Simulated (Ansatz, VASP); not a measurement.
# BaS: VASP beside Ansatz

The input INCAR:

```
SYSTEM = BaS
  ALGO = Normal
  EDIFF = 1E-8
  ENCUT = 520
  GGA = PE
  ISIF = 2
  ISMEAR = -1
  LASPH = .True.
  LCHARG = .False.
  LEFG = .True.
  LREAL = .False.
  LWAVE = .False.
  NBANDS = 15
  NELM = 60
  PREC = Accurate
  SIGMA = 0.01
```

File KPOINTS:

```
k-points
0
Gamma
  7 7 7
  0 0 0
```

Contents of POSCAR:

```
BaS
1.0
    0.0000000000      3.1937500000      3.1937500000
    3.1937500000      0.0000000000      3.1937500000
    3.1937500000      3.1937500000      0.0000000000
Ba S
1 1
Direct
    0.0000000000      0.0000000000      0.0000000000
    0.5000000000      0.5000000000      0.5000000000
```

Input for Ansatz:

```yaml
crystal:
  lattice:
    - [0.0, 3.19375, 3.19375]
    - [3.19375, 0.0, 3.19375]
    - [3.19375, 3.19375, 0.0]
  atoms:
    - { symbol: Ba, position: [0.0, 0.0, 0.0] }
    - { symbol: S, position: [0.5, 0.5, 0.5] }
kpoints:
  mp_grid: { grid: [7, 7, 7] }
  band_path:
    path:
      - [0.0, 0.0, 0.0]
      - [0.5, 0.0, 0.5]
      - [0.625, 0.25, 0.625]
      - [0.375, 0.375, 0.75]
      - [0.0, 0.0, 0.0]
      - [0.5, 0.5, 0.5]
      - [0.5, 0.25, 0.75]
      - [0.5, 0.0, 0.5]
    npoints: 14
scf:
  occupations: { method: fermi_dirac, width: 0.01 }
hamiltonian:
  xc: pbe
  pseudopotentials: { kind: paw }
output:
  forces: true
  stress: true
  eigenvalues: true
  efg: { contact_densities: true }
  populations: true
  bader: true
  dos: { projected: true, de: 0.2, e_range: [-14, 8] }
  write_density: true
  write_potential: true
  elf: true
  volumetric_format: npy
```

Alike in both runs: task electric field gradients; functional PBE; k mesh 7 × 7 × 7; occupations fermi-dirac, width 0.01 eV; no spin polarisation.

|  | VASP | Ansatz |
| --- | --- | --- |
| version | VASP 6.6.1 | Ansatz 0.2.0 |
| potentials or method | VASP PAW PBE potentials, release 64 (Ba_sv, S) | PAW with Ansatz's default frozen-core files, scalar-relativistic |
| plane-wave cutoff (eV) | 520 | 420 |
| valence electrons in the cell | 16 | 16 |

Ansatz gave:

| Item | Value |
| --- | --- |
| gap on the k mesh at the Fermi level (eV) | 2.26 |
| pressure (GPa) | 0.8 |

Problem. Estimate VASP's values.

Solution. gap on the k mesh at the Fermi level (eV): 2.17; pressure (GPa): 1.4.

With one functional, cell and mesh, what is left measures potentials, basis and numerics.

Neither program's run includes spin-orbit coupling.
